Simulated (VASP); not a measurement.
A run of VASP 6.6.1 is set up as follows.

INCAR

```
PREC = Accurate ; ENCUT = 520
EDIFF = 1E-6 ; ISMEAR = 0
SIGMA = 0.02 ; LREAL = False
LASPH = True ; NELM = 60
ALGO = Normal ; ISIF = 2
LWAVE = False ; LCHARG = True
GGA = PE ; LELF = True
LVHAR = True ; NBANDS = 9
```

KPOINTS

```
regular mesh
0
Gamma
  7 7 7
```

File POSCAR:

```
LiH
1.0
    0.0000000000      2.0030035538      2.0030035538
    2.0030035538      0.0000000000      2.0030035538
    2.0030035538      2.0030035538      0.0000000000
Li H
1 1
Direct
    0.0000000000      0.0000000000      0.0000000000
    0.5000000000      0.5000000000      0.5000000000
```

Potentials or basis: VASP PAW PBE potentials, release 64 (Li_sv, H).

Run with:

```console
$ cat potpaw_PBE.64/Li_sv/POTCAR potpaw_PBE.64/H/POTCAR > POTCAR
$ mpirun -np 1 vasp_std > vasp.out
```

Predict the band gap on the k mesh.

3.48 eV, direct.

 As with any semilocal functional, this PBE gap is likely too small.
